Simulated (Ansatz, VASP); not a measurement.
**One calculation of MgO, two programs**

```xyz
8
Lattice="4.1607 0.0000 0.0000 0.0000 -4.1607 0.0000 0.0000 0.0000 -4.1607" Properties=species:S:1:pos:R:3 pbc="T T T"
Mg   -0.0735   -4.2343   -4.5767
Mg    2.0804   -2.0804   -4.1607
Mg    2.0804   -4.1607   -2.0804
Mg    0.0000   -2.0804   -2.0804
O     2.0804    0.0000    0.0000
O     0.0000   -2.0804    0.0000
O     0.0000    0.0000   -2.0804
O     2.0804   -2.0804   -2.0804
```

Alike in both runs: task single point; functional LDA; k mesh 6 × 6 × 6; occupations gaussian, width 0.05 eV; no spin polarisation.

|  | VASP | Ansatz |
| --- | --- | --- |
| version | VASP 6.6.1 | Ansatz 0.2.0 |
| potentials or method | VASP PAW LDA potentials, release 64 (Mg, O), cutoff 520 eV | scalar-relativistic, plane waves, PAW |
| valence electrons in the cell | 32 | 64 |

```tsv
	VASP	Ansatz	Ansatz less VASP
gap on the k mesh at the Fermi level (eV)	4.97	4.97	+0.002
least direct gap on the mesh (eV)	4.97	4.97	+0.002
pressure (GPa)	5.7	7.1	+1.39
traceless stress, the component that is largest in VASP (GPa)	13.03	12.31	-0.727
rms of the force components (eV/Å)	2.011	1.914	-0.0969
```

Ansatz warns that its potentials were made for another functional, while VASP's fit it. LDA's correlation is that of Perdew and Zunger in VASP and of Perdew and Wang (1992) in Ansatz. Atom by atom the forces differ by 0.099 eV/Å (rms over components). VASP's potentials hold 32 valence electrons a cell and Ansatz's 64, so a difference there can come from the potentials and not from the codes.
